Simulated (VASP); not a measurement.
Set up this calculation in VASP 6.6.1, as the native input.

| Quantity | Value |
| --- | --- |
| Task | relaxation of cell and atoms |
| Functional | PBE |
| Potentials or basis | VASP PAW PBE potentials, release 64 (Sb) |
| Cutoff | 600 eV |
| k mesh | 6 × 6 × 4 |
| Occupations | gaussian, width 0.1 eV |
| Spin | no spin polarisation |
| Dipole correction | no |
| Further INCAR settings | ALGO = Normal; EDIFF = 1e-06; IBRION = 2; EDIFFG = -0.04; NSW = 90; ISIF = 3 |

The structure of Sb lies in POSCAR:

```
Sb
1.0
    4.1644307200      0.0000000000      0.0000000000
   -2.0822153600      3.6065028000      0.0000000000
    0.0000000000      0.0000000000      6.9388679700
Sb
4
Direct
    0.0000000000      0.0000000000      0.8025568000
    0.0000000000      0.0000000000      0.1974432000
    0.3333333300      0.6666666700      0.6146058900
    0.6666666700      0.3333333300      0.3853941100
```

The cell was built from a structure type or drawn by symmetry, and may not be a known phase.

These files were run (other wordings do the same):

INCAR

```
SYSTEM = Sb
  PREC = Accurate
  ENCUT = 600
  EDIFF = 1E-6
  ISMEAR = 0
  SIGMA = 0.1
  LREAL = .FALSE.
  LASPH = .TRUE.
  NELM = 100
  ALGO = Normal
  ISIF = 3
  LWAVE = .FALSE.
  LCHARG = .FALSE.
  GGA = PE
  IBRION = 2
  NSW = 90
  EDIFFG = -0.04
```

KPOINTS

```
Automatic mesh
0
G
  6 6 4
  0 0 0
```

Potentials or basis: VASP PAW PBE potentials, release 64 (Sb).

Launch:

```bash
$ cat potpaw_PBE.64/Sb/POTCAR > POTCAR
$ mpirun -np 1 vasp_std > vasp.out
```

Results of the run:

```json
{
 "Relaxed volume": "37.44 Å³/atom",
 "Relaxed cell": "a = 4.287 Å, b = 4.287 Å, c = 9.410 Å, α = 90.00°, β = 90.00°, γ = 120.00°",
 "Space group after relaxing (to 0.1 Å)": "P-3m1 (No. 164)",
 "Energy gained by relaxing": "673.7 meV/atom",
 "Ionic steps": "28",
 "Pressure after relaxing": "-0.1 GPa",
 "Largest force after relaxing": "0.038 eV/Å"
}
```

Caveat: the volume moved by over 15 % at a fixed basis, so the end points are rough.

Run time: 17 min on 1 thread of Intel(R) Xeon(R) Platinum 8175M CPU @ 2.50GHz (Skylake/Cascade Lake) (shared host), peak memory 0.27 GiB.
